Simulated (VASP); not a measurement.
# In3Se (Pm-3m) in VASP: a series of runs, part 2 of 2

VASP 6.6.1. The steps go on from the part before.

## (3) Single point, PBEsol

INCAR

```
SYSTEM = In3Se
PREC = Accurate
ENCUT = 520
EDIFF = 1E-7
ISMEAR = 0
SIGMA = 0.1
LREAL = .False.
LASPH = .True.
NELM = 80
ALGO = Normal
ISIF = 2
LWAVE = .False.
LCHARG = .True.
GGA = PS
LELF = .True.
LVHAR = .True.
NBANDS = 30
```

KPOINTS

```
Automatic mesh
0
Gamma
  8 8 8
  0 0 0
```

POSCAR

```
In3Se
1.0
    4.8037580000      0.0000000000      0.0000000000
    0.0000000000      4.8037580000      0.0000000000
    0.0000000000      0.0000000000      4.8037580000
In Se
3 1
Direct
    0.0000000000      0.5000000000      0.5000000000
    0.5000000000      0.0000000000      0.5000000000
    0.5000000000      0.5000000000      0.0000000000
    0.0000000000      0.0000000000      0.0000000000
```

Potentials or basis: VASP PAW PBE potentials, release 64 (In_d, Se).

On the command line:

```
$ cat potpaw_PBE.64/In_d/POTCAR potpaw_PBE.64/Se/POTCAR > POTCAR
$ mpirun -np 1 vasp_std > vasp.out
```

Run time: 32 s. Hardware: 1 thread of Intel Xeon 6975P-C (Granite Rapids), shared host; peak memory 0.25 GiB.

The run converged. Its results:

```
Free energy : -13.1548 eV
Pressure    : -3.0 GPa
```

Levels at points of the mesh, in eV from the Fermi level:
| k point | band 20 | band 21 | band 22 | band 23 | band 24 | band 25 |
| --- | --- | --- | --- | --- | --- | --- |
| (0.00, 0.00, 0.00) | -3.23 | -2.23 | -2.23 | 1.15 | 1.15 | 1.15 |
| (0.50, 0.00, 0.00) | -2.41 | -1.68 | -1.01 | -0.09 | -0.09 | 1.39 |
| (0.50, 0.50, 0.00) | -1.91 | -0.86 | -0.67 | -0.67 | 1.39 | 1.78 |
| (0.50, 0.50, 0.50) | -4.14 | -4.14 | -4.14 | -3.17 | 3.02 | 3.02 |

Caveat: the PAW data sets were made with another functional, which shifts forces and pressure a little; spin-orbit coupling is left out, which moves the levels of the heavy elements.

## (4) Single point, PBEsol

INCAR

```
PREC = Accurate ; ENCUT = 520
EDIFF = 1E-6 ; ISMEAR = 0
SIGMA = 0.1 ; LREAL = F
LASPH = T ; NELM = 60
ALGO = Normal ; ISIF = 2
LWAVE = F ; LCHARG = T
GGA = PS ; LELF = T
LVHAR = T ; NBANDS = 30
```

KPOINTS

```
Automatic mesh
0
Gamma
  10 10 10
```

POSCAR is that of step 3.

Potentials or basis: VASP PAW PBE potentials, release 64 (In_d, Se).

On the command line:

```
$ cat potpaw_PBE.64/In_d/POTCAR potpaw_PBE.64/Se/POTCAR > POTCAR
$ mpirun -np 1 vasp_std > vasp.out
```

OUTCAR:

```text
PREC = Accurate
   ENCUT = 520
   EDIFF = 1E-6
   ISMEAR = 0
   LREAL = F
   LASPH = T
   NELM = 60
   ISIF = 2
   GGA = PS

 ion  position               nearest neighbor table
   1  0.000  0.500  0.500-   2 3.40   3 3.40   4 3.40   3 3.40   4 3.40   2 3.40   4 3.40   4 3.40
                             2 3.40   3 3.40   3 3.40   2 3.40
   2  0.500  0.000  0.500-   1 3.40   3 3.40   4 3.40   3 3.40   4 3.40   1 3.40   3 3.40   3 3.40
                             1 3.40   4 3.40   4 3.40   1 3.40
   3  0.500  0.500  0.000-   1 3.40   2 3.40   4 3.40   1 3.40   2 3.40   2 3.40   4 3.40   2 3.40
[... 997 lines left out ...]
  --------------------------------------------------------------------------------------
  -------------------------------------------------------------------------------------
  Total       -2.0851149     -2.0851149     -2.0851149      0.0000000     -0.0000000      0.0000000
  in kB      -30.1368048    -30.1368048    -30.1368048      0.0000000     -0.0000000      0.0000000
  external PRESSURE =     -30.1368048 kB  Pullay stress =       0.0000000 kB

 VOLUME and BASIS-vectors are now :
 -----------------------------------------------------------------------------
  energy-cutoff  :      520.00
  volume of cell :      110.85
      direct lattice vectors                 reciprocal lattice vectors
     4.803758000  0.000000000  0.000000000     0.208170353  0.000000000  0.000000000
     0.000000000  4.803758000  0.000000000     0.000000000  0.208170353  0.000000000
     0.000000000  0.000000000  4.803758000     0.000000000  0.000000000  0.208170353

 POSITION                                       TOTAL-FORCE (eV/Angst)
 -----------------------------------------------------------------------------------
      0.00000      2.40188      2.40188         0.000000      0.000000      0.000000
      2.40188      0.00000      2.40188         0.000000      0.000000      0.000000
      2.40188      2.40188      0.00000         0.000000      0.000000      0.000000
      0.00000      0.00000      0.00000         0.000000      0.000000      0.000000
 -----------------------------------------------------------------------------------
    total drift:                                0.000000      0.000000      0.000000

  FREE ENERGIE OF THE ION-ELECTRON SYSTEM (eV)
  ---------------------------------------------------
  free  energy   TOTEN  =       -13.1566498455 eV

  energy  without entropy=      -13.1471545238  energy(sigma->0) =      -13.15190218
```

stdout:

```text
POSCAR found type information on POSCAR InSe
 POSCAR found :  2 types and       4 ions
 scaLAPACK will be used
 -----------------------------------------------------------------------------
|                                                                             |
|                                                                             |
|     You enforced a specific xc type in the INCAR file but a different       |
|     I HOPE YOU KNOW WHAT YOU ARE DOING!                                     |
|                                                                             |
 -----------------------------------------------------------------------------

 LDA part: xc-table for (Slater+PW92), standard interpolation
 POSCAR, INCAR and KPOINTS ok, starting setup
 FFT: planning ... GRIDC
 FFT: planning ... GRID_SOFT
 FFT: planning ... GRID
 WAVECAR not read
 entering main loop
```

Wall time 46 s (1 thread of Intel Xeon 6975P-C (Granite Rapids), shared host); peak memory 0.3 GiB.

Results:

* Free energy: -13.1566 eV
* Pressure: -3.0 GPa

Caveat: the PAW data sets were made with another functional, which shifts forces and pressure a little; spin-orbit coupling is left out, which moves the levels of the heavy elements.

## (5) Single point, PBEsol

INCAR

```
  PREC = Accurate
  ENCUT = 520
  EDIFF = 1E-6
  ISMEAR = 1
  SIGMA = 0.05
  LREAL = False
  LASPH = True
  NELM = 100
  ALGO = Normal
  ISIF = 2
  LWAVE = False
  LCHARG = True
  GGA = PS
  LELF = True
  LVHAR = True
  NBANDS = 30
```

KPOINTS

```
regular mesh
0
Gamma
  10 10 10
```

POSCAR is that of step 4.

On the command line:

```
$ cat potpaw_PBE.64/In_d/POTCAR potpaw_PBE.64/Se/POTCAR > POTCAR
$ mpirun -np 1 vasp_std > vasp.out
```

Wall time 92 s (1 thread of AMD EPYC 9R14 (Zen 4), shared host); peak memory 0.27 GiB.

The run converged. Its results:

* Free energy: -13.1507 eV
* Pressure: -3.0 GPa

Levels at points of the mesh, in eV from the Fermi level:
```
           k point  band 20  band 21  band 22  band 23  band 24  band 25
(0.00, 0.00, 0.00)    -3.20    -2.20    -2.20     1.18     1.18     1.18
(0.50, 0.00, 0.00)    -2.38    -1.65    -0.98    -0.06    -0.06     1.42
(0.50, 0.50, 0.00)    -1.88    -0.83    -0.65    -0.65     1.42     1.81
(0.50, 0.50, 0.50)    -4.11    -4.11    -4.11    -3.15     3.05     3.05
```

Caveat: the PAW data sets were made with another functional, which shifts forces and pressure a little; spin-orbit coupling is left out, which moves the levels of the heavy elements.

## (6) Single point, PBEsol

INCAR

```
SYSTEM = In3Se
PREC = Accurate
ENCUT = 520
EDIFF = 1E-7
ISMEAR = 1
SIGMA = 0.1
LREAL = .False.
LASPH = .True.
NELM = 80
ALGO = Normal
ISIF = 2
LWAVE = .False.
LCHARG = .False.
GGA = PS
NBANDS = 30
```

KPOINTS

```
regular mesh
0
Gamma
  10 10 10
  0 0 0
```

POSCAR is that of step 5.

Potentials or basis: VASP PAW PBE potentials, release 64 (In_d, Se).

On the command line:

```
$ cat potpaw_PBE.64/In_d/POTCAR potpaw_PBE.64/Se/POTCAR > POTCAR
$ mpirun -np 1 vasp_std > vasp.out
```

Run time: 90 s. Hardware: 1 thread of AMD EPYC 9R14 (Zen 4), shared host; peak memory 0.27 GiB.

It converged, with:

- Free energy: -13.1519 eV
- Pressure: -3.0 GPa

Levels at points of the mesh, in eV from the Fermi level:
```
           k point  band 19  band 20  band 21  band 22  band 23  band 24  band 25  band 26
(0.00, 0.00, 0.00)    -3.20    -3.20    -2.20    -2.20     1.17     1.17     1.17     4.21
(0.50, 0.00, 0.00)    -2.38    -2.38    -1.65    -0.98    -0.06    -0.06     1.42     3.72
(0.50, 0.50, 0.00)    -5.66    -1.88    -0.83    -0.65    -0.65     1.41     1.81     1.81
(0.50, 0.50, 0.50)    -4.31    -4.11    -4.11    -4.11    -3.15     3.05     3.05     3.05
```

Caveat: the PAW data sets were made with another functional, which shifts forces and pressure a little; spin-orbit coupling is left out, which moves the levels of the heavy elements.

## (7) Summary

```tsv
k mesh	smearing	gap on the mesh (eV)	pressure (GPa)
6 × 6 × 6	gaussian 0.1 eV	none	-3.0
8 × 8 × 8	gaussian 0.1 eV	none	-3.0
10 × 10 × 10	gaussian 0.1 eV	none	-3.0
10 × 10 × 10	methfessel-paxton 0.05 eV	none	-3.0
10 × 10 × 10	methfessel-paxton 0.1 eV	none	-3.0
```

Alike in all rows: task single point; level PBEsol; potentials or basis VASP PAW PBE potentials, release 64 (In_d, Se); no spin polarisation; cell as given; cutoff (eV) 520.

Every run on the cell as given and a fine mesh finds a metal.

Caveats: the PAW data sets were made with another functional, which shifts forces and pressure a little; spin-orbit coupling is left out, which moves the levels of the heavy elements.

Absolute energies hang on the potentials; compare differences alone.
